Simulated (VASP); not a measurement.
# Sn3Se (Fm-3m) in VASP: notebook

Sn3Se is run at these levels: r2SCAN; tasks: single point.

All numbers are computed with VASP 6.6.1; they aren't measurements. Logs are shortened: lines on timing, memory, paths and dates and some standing lists are left out, and cuts for length are marked.

### 1 The cell of the first run

The structure is cubic, space group Fm-3m (No. 225). The conventional cell has a = 7.155 Å, b = 7.155 Å, c = 7.155 Å, α = 90.00°, β = 90.00°, γ = 90.00°. Within 4.1 Å of Sn (site symmetry -43m) lie 10 Sn at 3.10 to 3.58 Å and 4 Se at 3.10 Å. Within 4.1 Å of Sn (site symmetry m-3m) lie 8 Sn at 3.10 Å and 6 Se at 3.58 Å. Se (site symmetry m-3m) has 14 Sn at 3.10 to 3.58 Å within 4.1 Å.

### 2 Single point, r2SCAN

Input file POSCAR:

```
Sn3Se
1.0
    0.0000000000      3.5774082250      3.5774082250
    3.5774082250      0.0000000000      3.5774082250
    3.5774082250      3.5774082250      0.0000000000
Sn Se
3 1
Direct
    0.2500000000      0.2500000000      0.2500000000
    0.7500000000      0.7500000000      0.7500000000
    0.5000000000      0.5000000000      0.5000000000
    0.0000000000      0.0000000000      0.0000000000
```

Input file INCAR.step1:

```
  PREC = Accurate
  ENCUT = 520
  ISMEAR = -1
  SIGMA = 0.3
  LREAL = False
  LASPH = True
  NELM = 100
  NBANDS = 32
  GGA = PE
  ALGO = Normal
  EDIFF = 1E-4
  LWAVE = True
  LCHARG = False
```

Input file INCAR.step2:

```
  PREC = Accurate
  ENCUT = 520
  EDIFF = 1E-6
  ISMEAR = -1
  SIGMA = 0.3
  LREAL = False
  LASPH = True
  NELM = 100
  ALGO = Normal
  ISIF = 2
  LWAVE = False
  LCHARG = False
  METAGGA = R2SCAN
  LMIXTAU = True
  NBANDS = 32
  ISTART = 1
```

Input file KPOINTS:

```
Automatic mesh
0
Gamma
  6 6 6
```

Potentials or basis: VASP PAW PBE potentials, release 64 (Sn_d, Se).

Run with:

```sh
> cat potpaw_PBE.64/Sn_d/POTCAR potpaw_PBE.64/Se/POTCAR > POTCAR
> cp INCAR.step1 INCAR
> mpirun -np 1 vasp_std > vasp.out
> cp INCAR.step2 INCAR
> mpirun -np 1 vasp_std > vasp.out
```

OUTCAR:

```text
PREC = Accurate
   ENCUT = 520
   EDIFF = 1E-6
   ISMEAR = -1
   LREAL = False
   LASPH = True
   NELM = 100
   ISIF = 2
   METAGGA = R2SCAN
   ISTART = 1

 ion  position               nearest neighbor table
   1  0.250  0.250  0.250-   3 3.10   4 3.10   4 3.10   4 3.10   4 3.10   3 3.10   3 3.10   3 3.10
                             2 3.58   2 3.58   2 3.58   2 3.58   2 3.58   2 3.58
   2  0.750  0.750  0.750-   3 3.10   4 3.10   3 3.10   3 3.10   3 3.10   4 3.10   4 3.10   4 3.10
                             1 3.58   1 3.58   1 3.58   1 3.58   1 3.58   1 3.58
   3  0.500  0.500  0.500-   1 3.10   2 3.10   1 3.10   1 3.10   1 3.10   2 3.10   2 3.10   2 3.10

   4  0.000  0.000  0.000-   1 3.10   2 3.10   2 3.10   2 3.10   2 3.10   1 3.10   1 3.10   1 3.10

  LATTYP: Found a face centered cubic cell.
 ALAT       =     7.1548164500

  Lattice vectors:

 A1 = (   0.0000000000,   3.5774082250,   3.5774082250)
 A2 = (   3.5774082250,   0.0000000000,   3.5774082250)
 A3 = (   3.5774082250,   3.5774082250,   0.0000000000)

Analysis of symmetry for initial positions (statically):
=====================================================================
 Subroutine PRICEL returns:
 Original cell was already a primitive cell.

 Routine SETGRP: Setting up the symmetry group for a
 face centered cubic supercell.

 Subroutine GETGRP returns: Found 48 space group operations
 (whereof 48 operations were pure point group operations)
 out of a pool of 48 trial point group operations.

The static configuration has the point symmetry O_h .

Analysis of symmetry for dynamics (positions and initial velocities):
=====================================================================
 Subroutine PRICEL returns:
 Original cell was already a primitive cell.

 Routine SETGRP: Setting up the symmetry group for a
 face centered cubic supercell.

 Subroutine GETGRP returns: Found 48 space group operations
 (whereof 48 operations were pure point group operations)
 out of a pool of 48 trial point group operations.

The dynamic configuration has the point symmetry O_h .

 Subroutine INISYM returns: Found 48 space group operations
 (whereof 48 operations are pure point group operations),
 and found     1 'primitive' translations

----------------------------------------------------------------------------------------

                                     Primitive cell

  volume of cell :      91.5663

  direct lattice vectors                    reciprocal lattice vectors
     0.000000000  3.577408225  3.577408225    -0.139765989  0.139765989  0.139765989
     3.577408225  0.000000000  3.577408225     0.139765989 -0.139765989  0.139765989
     3.577408225  3.577408225  0.000000000     0.139765989  0.139765989 -0.139765989

  length of vectors
     5.059219230  5.059219230  5.059219230     0.242081795  0.242081795  0.242081795

  position of ions in fractional coordinates (direct lattice)
     0.250000000  0.250000000  0.250000000
     0.750000000  0.750000000  0.750000000
     0.500000000  0.500000000  0.500000000
     0.000000000  0.000000000  0.000000000

  ion indices of the primitive-cell ions
   primitive index   ion index
                 1           1
                 2           2
                 3           3
                 4           4

----------------------------------------------------------------------------------------

 KPOINTS: Automatic mesh

Automatic generation of k-mesh.
 Grid dimensions read from file:
 generate k-points for:    6    6    6

 Generating k-lattice:

  Cartesian coordinates                     Fractional coordinates (reciprocal lattice)
    -0.023294332  0.023294332  0.023294332     0.166666667  0.000000000  0.000000000
     0.023294332 -0.023294332  0.023294332     0.000000000  0.166666667  0.000000000
     0.023294332  0.023294332 -0.023294332     0.000000000  0.000000000  0.166666667

  Length of vectors
     0.040346966  0.040346966  0.040346966

  Shift w.r.t. Gamma in fractional coordinates (k-lattice)
     0.000000000  0.000000000  0.000000000

 Subroutine IBZKPT returns following result:
 ===========================================

 Found     16 irreducible k-points:

 Following reciprocal coordinates:
            Coordinates               Weight
  0.000000  0.000000  0.000000      1.000000
  0.166667  0.000000  0.000000      8.000000
  0.333333  0.000000  0.000000      8.000000
  0.500000  0.000000  0.000000      4.000000
  0.166667  0.166667  0.000000      6.000000
  0.333333  0.166667  0.000000     24.000000
[... 8 lines left out ...]
 -0.333333  0.333333  0.166667     24.000000
 -0.333333  0.500000  0.166667     12.000000
   k-points           NKPTS =     16   k-points in BZ     NKDIM =     16   number of bands    NBANDS=     32
   number of dos      NEDOS =    301   number of ions     NIONS =      4
   total plane-waves  NPLWV =  64000
   dimension x,y,z NGX =    40 NGY =   40 NGZ =   40
   dimension x,y,z NGXF=    80 NGYF=   80 NGZF=   80
   ions per type =               3   1
   NGX,Y,Z   is equivalent  to a cutoff of  13.14, 13.14, 13.14 a.u.
   NGXF,Y,Z  is equivalent  to a cutoff of  26.29, 26.29, 26.29 a.u.
 SYSTEM =  unknown system
   PREC   = accura    normal or accurate (medium, high low for compatibility)
   ISTART =      1    job   : 0-new  1-cont  2-samecut
   ICHARG =      0    charge: 1-file 2-atom 10-const
   ISPIN  =      1    spin polarized calculation?
   LNONCOLLINEAR =      F non collinear calculations
   LSORBIT =      F    spin-orbit coupling
   LASPH  =      T    aspherical Exc in radial PAW
   ENCUT  =  520.0 eV  38.22 Ry    6.18 a.u.   9.41  9.41  9.41*2*pi/ulx,y,z
   NELM   =    100;   NELMIN=  2; NELMDL=  0     # of ELM steps
   EDIFF  = 0.1E-05   stopping-criterion for ELM
   LREAL  =      F    real-space projection
   EDIFFG = 0.1E-04   stopping-criterion for IOM
   NSW    =      0    number of steps for IOM
   IBRION =     -1    ionic relax: 0-MD 1-quasi-New 2-CG
   NFREE  =      0    steps in history (QN), initial steepest desc. (CG)
   ISIF   =      2    stress and relaxation
   ISYM   =      2    0-nonsym 1-usesym 2-fastsym
   POTIM  = 0.5000    time-step for ionic-motion
   TEBEG  =    0.0;   TEEND  =   0.0 temperature during run
   PSTRESS=    0.0 pullay stress
   NELECT =      48.0000    total number of electrons
   NUPDOWN=      -1.0000    fix difference up-down
   EMIN   =  10.00;   EMAX   =-10.00  energy-range for DOS
   EFERMI =   0.00;   METHOD = LEGACY
   ISMEAR =    -1;   SIGMA  =   0.30  broadening in eV -4-tet -1-fermi 0-gaus
   EFERMI_NEDOS =   21; number of points for ismear=-14 and -15
   IALGO  =     38    algorithm
   IMIX   =      4    mixing-type and parameters
     AMIX     =   0.40;   BMIX     =  1.00
     AMIX_MAG =   1.60;   BMIX_MAG =  1.00
  volume/ion in A,a.u.               =      22.89       154.48
  Fermi-wavevector in a.u.,A,eV,Ry     =   1.320009  2.494454 23.707098  1.742423
  Thomas-Fermi vector in A             =   2.449866
   LORBIT       =      0    0 simple, 1 ext, 2 COOP (PROOUT), +10 PAW based schemes
   METAGGA = R2SCAN    functional components
   LHFCALC =     F    Hartree Fock is set to
   AEXX    =    0.0000 exact exchange contribution
   IVDW    =     0    specifies the selected vdW correction
   LEPSILON=     F    determine dielectric tensor
   LRPA    =     F    only Hartree local field effects (RPA)
 non-spin polarized calculation
  energy-cutoff  :      520.00
  volume of cell :       91.57
 maximum number of plane-waves:      2488
 NGX is ok and might be reduce to    40
   NGX = 19   NGY = 19   NGZ = 19

 number of electron      48.0000018 magnetization

 Free energy of the ion-electron system (eV)
  ---------------------------------------------------
  ext. energy  EPLUGINS =         0.00000000
  ---------------------------------------------------
  free energy    TOTEN  =       -87.96340386 eV

  energy without entropy =      -87.34461673  energy(sigma->0) =      -87.65401029

 E-fermi :   8.7556     XC(G=0): -11.7231

 val. band max:        8.6758637634   @ k =   0.1667   0.0000   0.0000
 cond. band min:       9.0025889890   @ k =   0.3333   0.1667   0.0000
 fundamental gap:      0.3267252256
 Fermi energy:         8.7555954410

 k-point     1 :       0.0000    0.0000    0.0000
  band No.  band energies     occupation
      1     -13.6530      2.00000
      2     -13.6530      2.00000
      3     -13.6013      2.00000
      4     -13.6012      2.00000
      5     -13.6012      2.00000
      6     -13.5909      2.00000
[... 24 lines left out ...]
     31      16.7796      0.00000
     32      16.7796      0.00000

 k-point     2 :       0.1667    0.0000    0.0000
  band No.  band energies     occupation
      1     -13.6403      2.00000
      2     -13.6403      2.00000
      3     -13.6257      2.00000
      4     -13.6148      2.00000
      5     -13.6148      2.00000
      6     -13.5802      2.00000
[... 24 lines left out ...]
     31      15.0252      0.00000
     32      16.2477      0.00000

 k-point     3 :       0.3333    0.0000    0.0000
  band No.  band energies     occupation
      1     -13.6306      2.00000
      2     -13.6306      2.00000
      3     -13.6262      2.00000
      4     -13.6065      2.00000
      5     -13.6065      2.00000
      6     -13.5705      2.00000
[... 24 lines left out ...]
     31      14.2483      0.00000
     32      16.3264      0.00000

 k-point     4 :       0.5000    0.0000    0.0000
  band No.  band energies     occupation
      1     -13.6370      2.00000
      2     -13.6369      2.00000
      3     -13.6084      2.00000
      4     -13.5712      2.00000
      5     -13.5704      2.00000
      6     -13.5704      2.00000
[... 24 lines left out ...]
     31      15.8513      0.00000
     32      18.8987      0.00000

 k-point     5 :       0.1667    0.1667    0.0000
  band No.  band energies     occupation
      1     -13.6453      2.00000
      2     -13.6300      2.00000
      3     -13.6284      2.00000
      4     -13.6284      2.00000
      5     -13.6054      2.00000
      6     -13.5815      2.00000
[... 304 lines left out ...]
     31      14.9907      0.00000
     32      15.3576      0.00000

 k-point    14 :       0.5000    0.3333    0.1667
  band No.  band energies     occupation
      1     -13.6448      2.00000
      2     -13.6333      2.00000
      3     -13.6144      2.00000
      4     -13.6035      2.00000
      5     -13.6012      2.00000
      6     -13.5725      2.00000
[... 24 lines left out ...]
     31      14.6242      0.00000
     32      16.2020      0.00000

 k-point    15 :      -0.3333    0.3333    0.1667
  band No.  band energies     occupation
      1     -13.6359      2.00000
      2     -13.6318      2.00000
      3     -13.6164      2.00000
      4     -13.5990      2.00000
      5     -13.5908      2.00000
      6     -13.5850      2.00000
[... 24 lines left out ...]
     31      15.2122      0.00000
     32      17.9514      0.00000

 k-point    16 :      -0.3333    0.5000    0.1667
  band No.  band energies     occupation
      1     -13.6360      2.00000
      2     -13.6356      2.00000
      3     -13.6172      2.00000
      4     -13.6124      2.00000
      5     -13.6006      2.00000
      6     -13.5827      2.00000
[... 24 lines left out ...]
     31      14.5750      0.00000
     32      16.7872      0.00000

------------------------ aborting loop because EDIFF is reached ----------------------------------------

  FORCE on cell =-STRESS in cart. coord.  units (eV):
  Direction    XX          YY          ZZ          XY          YZ          ZX
  --------------------------------------------------------------------------------------
  -------------------------------------------------------------------------------------
  Total        4.5018660      4.5018660      4.5018660      0.0000000     -0.0000000     -0.0000000
  in kB       78.7712329     78.7712329     78.7712329      0.0000000     -0.0000000     -0.0000000
  external PRESSURE =      78.7712329 kB  Pullay stress =       0.0000000 kB

 VOLUME and BASIS-vectors are now :
 -----------------------------------------------------------------------------
  energy-cutoff  :      520.00
  volume of cell :       91.57
      direct lattice vectors                 reciprocal lattice vectors
     0.000000000  3.577408225  3.577408225    -0.139765989  0.139765989  0.139765989
     3.577408225  0.000000000  3.577408225     0.139765989 -0.139765989  0.139765989
     3.577408225  3.577408225  0.000000000     0.139765989  0.139765989 -0.139765989

 POSITION                                       TOTAL-FORCE (eV/Angst)
 -----------------------------------------------------------------------------------
      1.78870      1.78870      1.78870         0.000000      0.000000      0.000000
      5.36611      5.36611      5.36611         0.000000     -0.000000      0.000000
      3.57741      3.57741      3.57741        -0.000000      0.000000     -0.000000
      0.00000      0.00000      0.00000        -0.000000      0.000000     -0.000000
 -----------------------------------------------------------------------------------
    total drift:                               -0.000000     -0.000000      0.000000

  FREE ENERGIE OF THE ION-ELECTRON SYSTEM (eV)
  ---------------------------------------------------
  free  energy   TOTEN  =       -87.9634038588 eV

  energy  without entropy=      -87.3446167275  energy(sigma->0) =      -87.65401029
```

Wall time 81 s (1 thread of Intel Xeon 6975P-C (Granite Rapids), shared host); peak memory 0.26 GiB.

Results:

- Free energy: -87.9634 eV
- Pressure: 7.9 GPa
- Band gap on the k mesh: zero (band 24 reaches 9.40 eV, above the bottom of band 25 at 7.07 eV)

Levels at points of the mesh, in eV from the Fermi level:
```
           k point  band 20  band 21  band 22  band 23  band 24  band 25  band 26  band 27  band 28  band 29
(0.00, 0.00, 0.00)    -3.55    -3.55    -2.02    -1.69    -1.69    -1.69    -0.85    -0.85    -0.85     4.36
(0.50, 0.00, 0.00)    -4.14    -4.14    -2.73    -2.73    -0.78     0.75     2.39     2.39     3.89     3.89
(0.50, 0.50, 0.00)    -5.85    -5.85    -0.20     0.44     0.44     1.68     3.09     3.09     4.16     4.84
```

Caveat: the PAW data sets were made with another functional, which shifts forces and pressure a little; spin-orbit coupling is left out, which moves the levels of the heavy elements.

### 3 Single point, r2SCAN

This run uses another cell than the first one, of 23.93 Å³/atom, 1.045 times its volume.

Input file POSCAR:

```
Sn3Se
1.0
    0.0000000000      3.6308102507      3.6308102507
    3.6308102507      0.0000000000      3.6308102507
    3.6308102507      3.6308102507      0.0000000000
Sn Se
3 1
Direct
    0.2500000000      0.2500000000      0.2500000000
    0.7500000000      0.7500000000      0.7500000000
    0.5000000000      0.5000000000      0.5000000000
    0.0000000000      0.0000000000      0.0000000000
```

Input file INCAR.step1:

```
PREC = Accurate
ENCUT = 520
ISMEAR = -1
SIGMA = 0.3
LREAL = False
LASPH = True
NELM = 100
NBANDS = 32
GGA = PE
ALGO = Normal
EDIFF = 1E-4
LWAVE = True
LCHARG = False
```

Input file INCAR.step2:

```
PREC = Accurate
ENCUT = 520
EDIFF = 1E-6
ISMEAR = -1
SIGMA = 0.3
LREAL = False
LASPH = True
NELM = 100
ALGO = Normal
ISIF = 2
LWAVE = False
LCHARG = False
METAGGA = R2SCAN
LMIXTAU = True
NBANDS = 32
ISTART = 1
```

KPOINTS is that of step 2.

Potentials or basis: VASP PAW PBE potentials, release 64 (Sn_d, Se).

Run with:

```sh
> cat potpaw_PBE.64/Sn_d/POTCAR potpaw_PBE.64/Se/POTCAR > POTCAR
> cp INCAR.step1 INCAR
> mpirun -np 1 vasp_std > vasp.out
> cp INCAR.step2 INCAR
> mpirun -np 1 vasp_std > vasp.out
```

Run time: 80 s. Hardware: 1 thread of Intel Xeon 6975P-C (Granite Rapids), shared host; peak memory 0.26 GiB.

It converged, with:

```yaml
Free_energy: -88.1232 eV
Pressure: 4.4 GPa
Band_gap_on_the_k_mesh: zero (band 24 reaches 8.78 eV, above the bottom of band 25 at 6.63 eV)
```

Levels at points of the mesh, in eV from the Fermi level:
```
           k point  band 22  band 23  band 24  band 25  band 26  band 27
(0.00, 0.00, 0.00)    -2.29    -1.54    -1.54    -1.54    -0.78    -0.78
(0.50, 0.00, 0.00)    -2.56    -2.56    -0.84     0.64     2.33     2.33
(0.50, 0.50, 0.00)    -0.27     0.41     0.41     1.53     3.01     3.01
```

Caveat: the PAW data sets were made with another functional, which shifts forces and pressure a little; spin-orbit coupling is left out, which moves the levels of the heavy elements.

### 4 Single point, r2SCAN

This run uses another cell than the first one, of 24.97 Å³/atom, 1.091 times its volume.

Input file POSCAR:

```
Sn3Se
1.0
    0.0000000000      3.6826859773      3.6826859773
    3.6826859773      0.0000000000      3.6826859773
    3.6826859773      3.6826859773      0.0000000000
Sn Se
3 1
Direct
    0.2500000000      0.2500000000      0.2500000000
    0.7500000000      0.7500000000      0.7500000000
    0.5000000000      0.5000000000      0.5000000000
    0.0000000000      0.0000000000      0.0000000000
```

Input file INCAR.step1:

```
SYSTEM = Sn3Se
  ALGO = Normal
  EDIFF = 1E-4
  ENCUT = 520
  GGA = PE
  ISMEAR = -1
  LASPH = .TRUE.
  LCHARG = .FALSE.
  LREAL = .FALSE.
  LWAVE = .TRUE.
  NBANDS = 32
  NELM = 100
  PREC = Accurate
  SIGMA = 0.3
```

Input file INCAR.step2:

```
SYSTEM = Sn3Se
  ALGO = Normal
  EDIFF = 1E-6
  ENCUT = 520
  ISIF = 2
  ISMEAR = -1
  ISTART = 1
  LASPH = .TRUE.
  LCHARG = .FALSE.
  LMIXTAU = .TRUE.
  LREAL = .FALSE.
  LWAVE = .FALSE.
  METAGGA = R2SCAN
  NBANDS = 32
  NELM = 100
  PREC = Accurate
  SIGMA = 0.3
```

Input file KPOINTS:

```
k-points
0
G
  6 6 6
  0 0 0
```

Run with:

```sh
> cat potpaw_PBE.64/Sn_d/POTCAR potpaw_PBE.64/Se/POTCAR > POTCAR
> cp INCAR.step1 INCAR
> mpirun -np 1 vasp_std > vasp.out
> cp INCAR.step2 INCAR
> mpirun -np 1 vasp_std > vasp.out
```

Run time: 87 s. Hardware: 1 thread of Intel Xeon 6975P-C (Granite Rapids), shared host; peak memory 0.27 GiB.

Results (log left out):

| Property | Result |
| --- | --- |
| Free energy | -88.2025 eV |
| Pressure | 1.6 GPa |
| Band gap on the k mesh | zero (band 24 reaches 8.21 eV, above the bottom of band 25 at 6.22 eV) |

Levels at points of the mesh, in eV from the Fermi level:
```
           k point  band 20  band 21  band 22  band 23  band 24  band 25  band 26  band 27  band 28  band 29
(0.00, 0.00, 0.00)    -3.18    -3.18    -2.54    -1.41    -1.41    -1.41    -0.72    -0.72    -0.72     4.49
(0.50, 0.00, 0.00)    -3.72    -3.72    -2.40    -2.40    -0.89     0.54     2.26     2.26     3.83     3.83
(0.50, 0.50, 0.00)    -5.28    -5.28    -0.34     0.39     0.39     1.39     2.93     2.93     3.69     4.44
```

Caveat: the PAW data sets were made with another functional, which shifts forces and pressure a little; spin-orbit coupling is left out, which moves the levels of the heavy elements.

### 5 Overview

| cell | gap on the mesh (eV) | pressure (GPa) |
| --- | --- | --- |
| a = 5.059 Å, angles 60.0°, 4 atoms | none | 7.9 |
| a = 5.135 Å, angles 60.0°, 4 atoms | none | 4.4 |
| a = 5.208 Å, angles 60.0°, 4 atoms | none | 1.6 |

Alike in all rows: task single point; level r2SCAN; potentials or basis VASP PAW PBE potentials, release 64 (Sn_d, Se); no spin polarisation; k mesh 6 × 6 × 6; cutoff (eV) 520; smearing fermi-dirac 0.3 eV.

Caveats: the PAW data sets were made with another functional, which shifts forces and pressure a little; spin-orbit coupling is left out, which moves the levels of the heavy elements.

Absolute energies hang on the potentials; compare differences alone.
